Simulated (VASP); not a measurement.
## FeO: single point with PBE+U

FeO:

```
Fe O
1.0
     2.95000    0.00000    0.00000
    -1.47500    2.55477    0.00000
     0.00000    0.00000    5.20000
Fe O
2 2
Direct
  0.00000 0.00000 0.00000
  0.00000 0.00000 0.50000
  0.33333 0.66667 0.25000
  0.66667 0.33333 0.75000
```

```
Program                : VASP 6.6.1
Task                   : single point
Functional             : PBE
Potentials or basis    : VASP PAW PBE potentials, release 64 (Fe, O)
Cutoff                 : 600 eV
k mesh                 : 6 × 6 × 4
Occupations            : fermi-dirac, width 0.1 eV
Spin                   : collinear spin, antiferromagnetic start
Starting moments       : [4.0, -4.0, 0.0, 0.0] μB
Hubbard terms          : Fe d U = 3.0 eV
Dipole correction      : no
Further INCAR settings : ALGO = Normal; EDIFF = 1e-06; NBANDS = 26
```

* Pressure: 10.2 GPa
* Band gap on the k mesh: 1.36 eV, direct
* Net moment: 0.00 μB per cell
* Site moments: Fe +3.61, -3.61; O +0.00 μB
* Valence electrons inside the program's atomic spheres: Fe 6.86; O 5.01

Stress tensor (GPa, compression positive):
```
12.09  0.00  0.00
 0.00 12.09  0.00
 0.00  0.00  6.54
```

Levels at points of the mesh, in eV from the valence-band top:
Spin up:
```
           k point  band 11  band 12  band 13  band 14  band 15  band 16  band 17  band 18
(0.00, 0.00, 0.00)    -2.62    -1.99    -1.99     0.00     1.36     2.01     2.01     3.36
(0.50, 0.00, 0.00)    -2.58    -2.09    -1.58    -0.14     1.85     2.57     3.65     3.86
(0.00, 0.00, 0.50)    -2.67    -1.12    -1.12    -0.82     1.84     1.84     3.31     3.31
(0.50, 0.00, 0.50)    -2.59    -1.31    -1.23    -0.74     1.65     2.54     3.59     3.69
```
Spin down:
```tsv
k point	band 12	band 13	band 14	band 15	band 16	band 17
(0.00, 0.00, 0.00)	-1.99	-1.99	0.00	1.36	2.01	2.01
(0.50, 0.00, 0.00)	-2.09	-1.58	-0.14	1.85	2.57	3.65
(0.00, 0.00, 0.50)	-1.12	-1.12	-0.82	1.84	1.84	3.31
(0.50, 0.00, 0.50)	-1.31	-1.23	-0.74	1.65	2.54	3.59
```

Eigenvalues of the final occupation matrices:
```csv
site,spin,trace,eigenvalues
site 1 d,1,4.89,0.96 0.96 0.96 1.00 1.00
site 1 d,2,1.30,0.06 0.06 0.14 0.14 0.90
site 2 d,1,1.30,0.06 0.06 0.14 0.14 0.90
site 2 d,2,4.89,0.96 0.96 0.96 1.00 1.00
```

It took 51 s on 1 thread of Intel(R) Xeon(R) Platinum 8488C (Sapphire Rapids) (shared host), peak memory 0.2 GiB.

A k mesh can miss the band edges. The state reached can hang on the start; a lower one may exist.
